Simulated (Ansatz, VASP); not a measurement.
B5Ru3: VASP beside Ansatz

```
B Ru
1.0
     2.91821    0.00000    0.00000
    -1.45910    2.52724    0.00000
     0.00000    0.00000   10.10760
B Ru
5 3
Direct
  0.33333 0.66667 0.64226
  0.66667 0.33333 0.71644
  0.33333 0.66667 0.35774
  0.66667 0.33333 0.28356
  0.00000 0.00000 0.00000
  0.33333 0.66667 0.85864
  0.33333 0.66667 0.14136
  0.66667 0.33333 0.50000
```

Alike in both runs: functional PBE; k mesh 12 × 12 × 4; occupations gaussian, width 0.1 eV; no spin polarisation.

Ansatz relaxed the structure, and its values are those at the end. VASP's run is a single point on that final structure, the one shown.

```csv
,VASP,Ansatz
version,VASP 6.6.1,Ansatz 0.2.0
potentials or method,"VASP PAW PBE potentials, release 64 (B, Ru_pv), cutoff 520 eV","scalar-relativistic, plane waves, PAW"
valence electrons in the cell,57,63
```

```csv
,VASP,Ansatz,Ansatz less VASP
gap on the k mesh at the Fermi level (eV),none,none,-
pressure (GPa),0.0,0.0,+0.02
```

A gap of «none» marks a metal or a gap that the smearing closes. VASP's potentials hold 57 valence electrons a cell and Ansatz's 63, so a difference there can come from the potentials and not from the codes.
